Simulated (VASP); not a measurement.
SiO2, 6 atoms in the cell. Symmetry: P4_2/mnm, No. 136, tetragonal system. Conventional cell: a = 3.899 Å, b = 3.899 Å, c = 2.793 Å, α = 90.00°, β = 90.00°, γ = 90.00°. Si (site symmetry mmm) has 6 O at 1.69 to 1.76 Å within 2.3 Å. Within 2.3 Å of O (site symmetry m2m) lie 3 Si at 1.69 to 1.76 Å and 1 O at 2.13 Å. 

| Quantity | Value |
| --- | --- |
| Program | VASP 6.6.1 |
| Task | single point |
| Functional | PBE |
| Potentials or basis | VASP PAW PBE potentials, release 64 (Si, O) |
| Cutoff | 520 eV |
| k mesh | 6 × 6 × 10 |
| Occupations | gaussian, width 0.05 eV |
| Spin | no spin polarisation |
| Dipole correction | no |
| Further INCAR settings | ALGO = Normal; EDIFF = 1e-07; NBANDS = 25 |

Potentials or basis: VASP PAW PBE potentials, release 64 (Si, O).

Command:

```sh
$ cat potpaw_PBE.64/Si/POTCAR potpaw_PBE.64/O/POTCAR > POTCAR
$ mpirun -np 1 vasp_std > vasp.out
```

Hardware: 1 thread of Intel(R) Xeon(R) Platinum 8488C (Sapphire Rapids) (shared host).

Estimate the wall time of this run.

Run time: 39 s on 1 thread of Intel(R) Xeon(R) Platinum 8488C (Sapphire Rapids), with other jobs on the host, peak memory 0.18 GiB. Counts: scf iterations 13, k points 60.
